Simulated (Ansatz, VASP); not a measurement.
Ru in VASP and in Ansatz

```
Ru
1.0
     2.58402    0.00000    0.00000
    -1.29201    2.23783    0.00000
     0.00000    0.00000    4.29677
Ru
2
Direct
  0.33333 0.66667 0.25000
  0.66667 0.33333 0.75000
```

Change from the starting cell: strain -0.050 along x and y, +0.000 along z, atoms carried along.

Alike in both runs: task single point; functional PBE; k mesh 24 × 24 × 14; occupations gaussian, width 0.15 eV; no spin polarisation.

|  | VASP | Ansatz |
| --- | --- | --- |
| version | VASP 6.6.1 | Ansatz 0.2.0 |
| potentials or method | VASP PAW PBE potentials, release 64 (Ru_pv), cutoff 520 eV | scalar-relativistic, plane waves, PAW |
| valence electrons in the cell | 28 | 32 |

|  | VASP | Ansatz | Ansatz less VASP |
| --- | --- | --- | --- |
| gap on the k mesh at the Fermi level (eV) | none | none | - |
| pressure (GPa) | 41.4 | 41.4 | -0.06 |
| traceless stress, the component that is largest in VASP (GPa) | -20.58 | -20.58 | +0.002 |

A gap of «none» marks a metal or a gap that the smearing closes. Both programs put the cell under a high pressure, so it lies far from rest at this level. VASP's potentials hold 28 valence electrons a cell and Ansatz's 32, so a difference there can come from the potentials and not from the codes.
